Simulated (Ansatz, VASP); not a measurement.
SrTiO3 in VASP and in Ansatz

```
Sr Ti O
1.0
    -2.75935    2.75935    3.91421
     2.75935   -2.75935    3.91421
     2.75935    2.75935   -3.91421
Sr Ti O
2 2 6
Direct
  0.75000 0.25000 0.50000
  0.25000 0.75000 0.50000
  0.00000 0.00000 0.00000
  0.50000 0.50000 0.00000
  0.76674 0.26674 0.03348
  0.26674 0.23326 0.50000
  0.73326 0.76674 0.50000
  0.23326 0.73326 0.96652
  0.75000 0.75000 0.00000
  0.25000 0.25000 0.00000
```

Alike in both runs: functional r2SCAN; k mesh 8 × 8 × 8; occupations gaussian, width 0.02 eV; no spin polarisation.

Ansatz relaxed the structure, and its values are those at the end. VASP's run is a single point on that final structure, the one shown.

|  | VASP | Ansatz |
| --- | --- | --- |
| version | VASP 6.6.1 | Ansatz 0.2.0 |
| potentials or method | VASP PAW PBE potentials, release 64 (Sr_sv, Ti_sv, O), cutoff 660 eV | scalar-relativistic, plane waves, PAW |
| valence electrons in the cell | 80 | 80 |

Ansatz gave:

```
gap on the k mesh at the Fermi level (eV) : 2.31
least direct gap on the mesh (eV)         : 2.31
pressure (GPa)                            : 0.0
```

Problem. Estimate VASP's values.

Solution. gap on the k mesh at the Fermi level (eV): 2.32; least direct gap on the mesh (eV): 2.32; pressure (GPa): 0.6.

VASP's potentials were made for PBE, not for r2SCAN.
